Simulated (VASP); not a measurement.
# Si2Ni (Fm-3m) in VASP: further runs

The runs below take Si2Ni through single point, with LDA, PBE+D3(BJ).

Program: VASP 6.6.1. These are calculated values, not measurements. Logs are shortened: lines on timing, memory, paths and dates and some standing lists are left out, and cuts for length are marked.

### Step 1. The cell of the first run

The structure is cubic, space group Fm-3m (No. 225). The conventional cell has a = 5.271 Å, b = 5.271 Å, c = 5.271 Å, α = 90.00°, β = 90.00°, γ = 90.00°. Si (site symmetry -43m) has 4 Ni at 2.28 Å and 6 Si at 2.64 Å within 3.0 Å. Ni (site symmetry m-3m) has 8 Si at 2.28 Å within 3.0 Å.

### Step 2. Single point, LDA, collinear spin (12.20 Å³/atom)

The input, INCAR:

```
SYSTEM = Si2Ni
PREC     = Accurate       ! precision mode
ENCUT    = 520            ! plane-wave cutoff, eV
EDIFF    = 1E-7           ! SCF threshold, eV
ISMEAR   = 0              ! smearing method
SIGMA    = 0.05           ! smearing width, eV
LREAL    = .FALSE.        ! projectors in reciprocal space
LASPH    = .TRUE.         ! aspherical terms in the spheres
NELM     = 150            ! most SCF steps
ALGO     = Normal         ! electronic algorithm
ISIF     = 2              ! what is computed and relaxed
LWAVE    = .FALSE.        ! write WAVECAR
LCHARG   = .FALSE.        ! write CHGCAR
ISPIN    = 2              ! spin polarisation
MAGMOM   = 0 0 0.05       ! initial moments
LORBIT   = 11             ! projections on sites
LMAXMIX  = 4              ! l up to which the mixer works
GGA      = CA             ! functional
NBANDS   = 20             ! bands
```

The input, KPOINTS:

```
Automatic mesh
0
G
  8 8 8
  0 0 0
```

The input, POSCAR:

```
Si2Ni
1.0
    0.0000000000      2.6353765427      2.6353765427
    2.6353765427      0.0000000000      2.6353765427
    2.6353765427      2.6353765427      0.0000000000
Si Ni
2 1
Direct
    0.2500000000      0.2500000000      0.2500000000
    0.7500000000      0.7500000000      0.7500000000
    0.0000000000      0.0000000000      0.0000000000
```

Potentials or basis: VASP PAW LDA potentials, release 64 (Si, Ni).

Command:

```
> cat potpaw_LDA.64/Si/POTCAR potpaw_LDA.64/Ni/POTCAR > POTCAR
> mpirun -np 1 vasp_std > vasp.out
```

OUTCAR:

```text
SYSTEM = Si2Ni
   PREC = Accurate
   ENCUT = 520
   EDIFF = 1E-7
   ISMEAR = 0
   LREAL = .FALSE.
   LASPH = .TRUE.
   NELM = 150
   ISIF = 2
   ISPIN = 2
   LORBIT = 11
   GGA = CA

 ion  position               nearest neighbor table
   1  0.250  0.250  0.250-   3 2.28   3 2.28   3 2.28   3 2.28   2 2.64   2 2.64   2 2.64   2 2.64
                             2 2.64   2 2.64
   2  0.750  0.750  0.750-   3 2.28   3 2.28   3 2.28   3 2.28   1 2.64   1 2.64   1 2.64   1 2.64
                             1 2.64   1 2.64
   3  0.000  0.000  0.000-   2 2.28   2 2.28   2 2.28   1 2.28   2 2.28   1 2.28   1 2.28   1 2.28

  LATTYP: Found a face centered cubic cell.
 ALAT       =     5.2707530854

  Lattice vectors:

 A1 = (   0.0000000000,   2.6353765427,   2.6353765427)
 A2 = (   2.6353765427,   0.0000000000,   2.6353765427)
 A3 = (   2.6353765427,   2.6353765427,   0.0000000000)

Analysis of symmetry for initial positions (statically):
=====================================================================
 Subroutine PRICEL returns:
 Original cell was already a primitive cell.

 Routine SETGRP: Setting up the symmetry group for a
 face centered cubic supercell.

 Subroutine GETGRP returns: Found 48 space group operations
 (whereof 48 operations were pure point group operations)
 out of a pool of 48 trial point group operations.

The static configuration has the point symmetry O_h .

Analysis of symmetry for dynamics (positions and initial velocities):
=====================================================================
 Subroutine PRICEL returns:
 Original cell was already a primitive cell.

 Routine SETGRP: Setting up the symmetry group for a
 face centered cubic supercell.

 Subroutine GETGRP returns: Found 48 space group operations
 (whereof 48 operations were pure point group operations)
 out of a pool of 48 trial point group operations.

The dynamic configuration has the point symmetry O_h .

Analysis of structural, dynamic, and magnetic symmetry:
=====================================================================
 Subroutine PRICEL returns:
 Original cell was already a primitive cell.

 Routine SETGRP: Setting up the symmetry group for a
 face centered cubic supercell.

 Subroutine GETGRP returns: Found 48 space group operations
 (whereof 48 operations were pure point group operations)
 out of a pool of 48 trial point group operations.

The overall configuration has the point symmetry O_h .

 Subroutine INISYM returns: Found 48 space group operations
 (whereof 48 operations are pure point group operations),
 and found     1 'primitive' translations

----------------------------------------------------------------------------------------

                                     Primitive cell

  volume of cell :      36.6065

  direct lattice vectors                    reciprocal lattice vectors
     0.000000000  2.635376543  2.635376543    -0.189726209  0.189726209  0.189726209
     2.635376543  0.000000000  2.635376543     0.189726209 -0.189726209  0.189726209
     2.635376543  2.635376543  0.000000000     0.189726209  0.189726209 -0.189726209

  length of vectors
     3.726985249  3.726985249  3.726985249     0.328615433  0.328615433  0.328615433

  position of ions in fractional coordinates (direct lattice)
     0.250000000  0.250000000  0.250000000
     0.750000000  0.750000000  0.750000000
     0.000000000  0.000000000  0.000000000

  ion indices of the primitive-cell ions
   primitive index   ion index
                 1           1
                 2           2
                 3           3

----------------------------------------------------------------------------------------

 KPOINTS: Automatic mesh

Automatic generation of k-mesh.
 Grid dimensions read from file:
 generate k-points for:    8    8    8

 Generating k-lattice:

  Cartesian coordinates                     Fractional coordinates (reciprocal lattice)
    -0.023715776  0.023715776  0.023715776     0.125000000  0.000000000  0.000000000
     0.023715776 -0.023715776  0.023715776     0.000000000  0.125000000  0.000000000
     0.023715776  0.023715776 -0.023715776     0.000000000  0.000000000  0.125000000

  Length of vectors
     0.041076929  0.041076929  0.041076929

  Shift w.r.t. Gamma in fractional coordinates (k-lattice)
     0.000000000  0.000000000  0.000000000

 Subroutine IBZKPT returns following result:
 ===========================================

 Found     29 irreducible k-points:

 Following reciprocal coordinates:
            Coordinates               Weight
  0.000000  0.000000  0.000000      1.000000
  0.125000  0.000000  0.000000      8.000000
  0.250000  0.000000  0.000000      8.000000
  0.375000  0.000000  0.000000      8.000000
  0.500000  0.000000  0.000000      4.000000
  0.125000  0.125000  0.000000      6.000000
[... 16 lines left out ...]
  0.500000  0.250000  0.125000     48.000000
 -0.375000  0.250000  0.125000     24.000000
 [... further k-points ...]
   k-points           NKPTS =     29   k-points in BZ     NKDIM =     29   number of bands    NBANDS=     20
   number of dos      NEDOS =    301   number of ions     NIONS =      3
   total plane-waves  NPLWV =  21952
   dimension x,y,z NGX =    28 NGY =   28 NGZ =   28
   dimension x,y,z NGXF=    56 NGYF=   56 NGZF=   56
   ions per type =               2   1
   NGX,Y,Z   is equivalent  to a cutoff of  12.49, 12.49, 12.49 a.u.
   NGXF,Y,Z  is equivalent  to a cutoff of  24.98, 24.98, 24.98 a.u.
 SYSTEM =  Si2Ni
   PREC   = accura    normal or accurate (medium, high low for compatibility)
   ISTART =      0    job   : 0-new  1-cont  2-samecut
   ICHARG =      2    charge: 1-file 2-atom 10-const
   ISPIN  =      2    spin polarized calculation?
   LNONCOLLINEAR =      F non collinear calculations
   LSORBIT =      F    spin-orbit coupling
   LASPH  =      T    aspherical Exc in radial PAW
   ENCUT  =  520.0 eV  38.22 Ry    6.18 a.u.   6.93  6.93  6.93*2*pi/ulx,y,z
   NELM   =    150;   NELMIN=  2; NELMDL= -5     # of ELM steps
   EDIFF  = 0.1E-06   stopping-criterion for ELM
   LREAL  =      F    real-space projection
   EDIFFG = 0.1E-05   stopping-criterion for IOM
   NSW    =      0    number of steps for IOM
   IBRION =     -1    ionic relax: 0-MD 1-quasi-New 2-CG
   NFREE  =      0    steps in history (QN), initial steepest desc. (CG)
   ISIF   =      2    stress and relaxation
   ISYM   =      2    0-nonsym 1-usesym 2-fastsym
   POTIM  = 0.5000    time-step for ionic-motion
   TEBEG  =    0.0;   TEEND  =   0.0 temperature during run
   PSTRESS=    0.0 pullay stress
   NELECT =      18.0000    total number of electrons
   NUPDOWN=      -1.0000    fix difference up-down
   EMIN   =  10.00;   EMAX   =-10.00  energy-range for DOS
   EFERMI =   0.00;   METHOD = LEGACY
   ISMEAR =     0;   SIGMA  =   0.05  broadening in eV -4-tet -1-fermi 0-gaus
   EFERMI_NEDOS =   21; number of points for ismear=-14 and -15
   IALGO  =     38    algorithm
   IMIX   =      4    mixing-type and parameters
     AMIX     =   0.40;   BMIX     =  1.00
     AMIX_MAG =   1.60;   BMIX_MAG =  1.00
  volume/ion in A,a.u.               =      12.20        82.34
  Fermi-wavevector in a.u.,A,eV,Ry     =   1.292150  2.441810 22.716996  1.669652
  Thomas-Fermi vector in A             =   2.423876
   LORBIT       =     11    0 simple, 1 ext, 2 COOP (PROOUT), +10 PAW based schemes
   GGA     = CA    functional components
   LHFCALC =     F    Hartree Fock is set to
   AEXX    =    0.0000 exact exchange contribution
   IVDW    =     0    specifies the selected vdW correction
   LEPSILON=     F    determine dielectric tensor
   LRPA    =     F    only Hartree local field effects (RPA)
 spin polarized calculation
 Gauss-broadening in eV      SIGMA  =   0.05
  energy-cutoff  :      520.00
  volume of cell :       36.61
 maximum number of plane-waves:       995
   NGX = 13   NGY = 13   NGZ = 13

 number of electron      17.9999998 magnetization       0.0000137

 number of electron      17.9999998 magnetization      -0.0000024

 Free energy of the ion-electron system (eV)
  ---------------------------------------------------
  ext. energy  EPLUGINS =         0.00000000
  ---------------------------------------------------
  free energy    TOTEN  =       -19.85821159 eV

  energy without entropy =      -19.85692435  energy(sigma->0) =      -19.85756797

 E-fermi :  11.4630     XC(G=0): -12.1073

 val. band max:       11.4339894036   @ k =   0.5000   0.3750   0.0000
 cond. band min:      11.4642879770   @ k =   0.1250   0.1250   0.0000
 fundamental gap:      0.0302985734
 Fermi energy:        11.4630079263

 spin component 1

 k-point     1 :       0.0000    0.0000    0.0000
  band No.  band energies     occupation
      1      -3.0220      1.00000
      2       5.7596      1.00000
      3       5.7596      1.00000
      4       5.7596      1.00000
      5       7.5283      1.00000
      6       7.5283      1.00000
[... 12 lines left out ...]
     19      20.7533      0.00000
[... 513 lines left out ...]
      4       5.9045      1.00000
      5       6.7489      1.00000
      6       7.5240      1.00000
[... 12 lines left out ...]
     19      26.1284      0.00000
     20      26.6355      0.00000

 [... further k-points ...]

 spin component 2

 k-point     1 :       0.0000    0.0000    0.0000
  band No.  band energies     occupation
      1      -3.0220      1.00000
      2       5.7596      1.00000
      3       5.7596      1.00000
      4       5.7596      1.00000
      5       7.5283      1.00000
      6       7.5283      1.00000
[... 12 lines left out ...]
     19      20.7533      0.00000
[... 513 lines left out ...]
      4       5.9045      1.00000
      5       6.7488      1.00000
      6       7.5240      1.00000
[... 12 lines left out ...]
     19      26.1284      0.00000
     20      26.6355      0.00000

 [... further k-points ...]

------------------------ aborting loop because EDIFF is reached ----------------------------------------

  FORCE on cell =-STRESS in cart. coord.  units (eV):
  Direction    XX          YY          ZZ          XY          YZ          ZX
  --------------------------------------------------------------------------------------
  -------------------------------------------------------------------------------------
  Total        1.7771026      1.7771026      1.7771026      0.0000000      0.0000000      0.0000000
  in kB       77.7794860     77.7794860     77.7794860      0.0000000      0.0000000      0.0000000
  external PRESSURE =      77.7794860 kB  Pullay stress =       0.0000000 kB

 VOLUME and BASIS-vectors are now :
 -----------------------------------------------------------------------------
  energy-cutoff  :      520.00
  volume of cell :       36.61
      direct lattice vectors                 reciprocal lattice vectors
     0.000000000  2.635376543  2.635376543    -0.189726209  0.189726209  0.189726209
     2.635376543  0.000000000  2.635376543     0.189726209 -0.189726209  0.189726209
     2.635376543  2.635376543  0.000000000     0.189726209  0.189726209 -0.189726209

 POSITION                                       TOTAL-FORCE (eV/Angst)
 -----------------------------------------------------------------------------------
      1.31769      1.31769      1.31769         0.000000      0.000000     -0.000000
      3.95306      3.95306      3.95306        -0.000000     -0.000000      0.000000
      0.00000      0.00000      0.00000         0.000000      0.000000      0.000000
 -----------------------------------------------------------------------------------
    total drift:                               -0.000000     -0.000000      0.000000

  FREE ENERGIE OF THE ION-ELECTRON SYSTEM (eV)
  ---------------------------------------------------
  free  energy   TOTEN  =       -19.8582115887 eV

  energy  without entropy=      -19.8569243505  energy(sigma->0) =      -19.85756797

 total charge

# of ion       s       p       d       tot
------------------------------------------
    1        0.733   0.908   0.000   1.640
    2        0.733   0.908   0.000   1.640
    3        0.605   0.925   8.510  10.040
--------------------------------------------------
tot          2.070   2.740   8.510  13.321

 magnetization (x)

# of ion       s       p       d       tot
------------------------------------------
    1        0.000   0.000   0.000   0.000
    2        0.000   0.000   0.000   0.000
    3       -0.000   0.000  -0.000  -0.000
--------------------------------------------------
tot          0.000   0.000  -0.000  -0.000
```

Run time: 43 s. Hardware: 1 thread of Intel Xeon 8259CL, shared host; peak memory 0.16 GiB.

What came out:

| Quantity | Value |
| --- | --- |
| Free energy | -19.8582 eV |
| Pressure | 7.8 GPa |
| Band gap on the k mesh | zero (filled and empty bands overlap) |
| Net moment | 0.00 μB per cell |
| Valence electrons inside the program's atomic spheres | Si 1.64; Ni 10.04 |

Caveat: the cell stands under pressure.

### Step 3. Single point, PBE+D3(BJ), collinear spin (12.41 Å³/atom)

This run uses another cell than the first one, of 12.41 Å³/atom.

The input, INCAR:

```
ALGO = Normal ; EDIFF = 1E-6
ENCUT = 520 ; GGA = PE
ISIF = 2 ; ISMEAR = 0
ISPIN = 2 ; IVDW = 12
LASPH = True ; LCHARG = False
LMAXMIX = 4 ; LORBIT = 11
LREAL = False ; LWAVE = False
MAGMOM = 0 0 0.05 ; NBANDS = 20
NELM = 150 ; PREC = Accurate
SIGMA = 0.05
```

The input, KPOINTS:

```
k-points
0
Gamma
  8 8 8
```

The input, POSCAR:

```
Si2Ni
1.0
    0.0000000000      2.6504514224      2.6504514224
    2.6504514224      0.0000000000      2.6504514224
    2.6504514224      2.6504514224      0.0000000000
Si Ni
2 1
Direct
    0.2500000000      0.2500000000      0.2500000000
    0.7500000000      0.7500000000      0.7500000000
    0.0000000000      0.0000000000      0.0000000000
```

Potentials or basis: VASP PAW PBE potentials, release 64 (Si, Ni).

Command:

```
> cat potpaw_PBE.64/Si/POTCAR potpaw_PBE.64/Ni/POTCAR > POTCAR
> mpirun -np 1 vasp_std > vasp.out
```

Wall time 53 s (1 thread of Intel Xeon 8259CL, shared host); peak memory 0.2 GiB.

It converged, with:

```
Free energy                                           : -18.6632 eV
Pressure                                              : 7.0 GPa
Band gap on the k mesh                                : zero (filled and empty bands overlap)
Net moment                                            : 0.00 μB per cell
Valence electrons inside the program's atomic spheres : Si 1.62; Ni 9.97
Dispersion energy per atom                            : -0.473 eV
```

Levels at points of the mesh, in eV from the Fermi level:
Spin up:
```tsv
k point	band 6	band 7	band 8	band 9	band 10	band 11	band 12	band 13
(0.00, 0.00, 0.00)	-3.80	0.25	1.83	1.83	1.83	2.24	2.24	2.24
(0.50, 0.00, 0.00)	-3.60	-3.60	-1.53	-1.53	1.88	1.88	1.95	3.03
(0.50, 0.50, 0.00)	-3.87	-3.87	-3.69	-3.36	-0.29	1.35	7.77	8.86
```
Spin down:
| k point | band 6 | band 7 | band 8 | band 9 | band 10 | band 11 | band 12 | band 13 |
| --- | --- | --- | --- | --- | --- | --- | --- | --- |
| (0.00, 0.00, 0.00) | -3.80 | 0.25 | 1.83 | 1.83 | 1.83 | 2.24 | 2.24 | 2.24 |
| (0.50, 0.00, 0.00) | -3.60 | -3.60 | -1.53 | -1.53 | 1.88 | 1.88 | 1.95 | 3.03 |
| (0.50, 0.50, 0.00) | -3.87 | -3.87 | -3.69 | -3.36 | -0.29 | 1.35 | 7.77 | 8.86 |

Caveat: the cell stands under pressure.
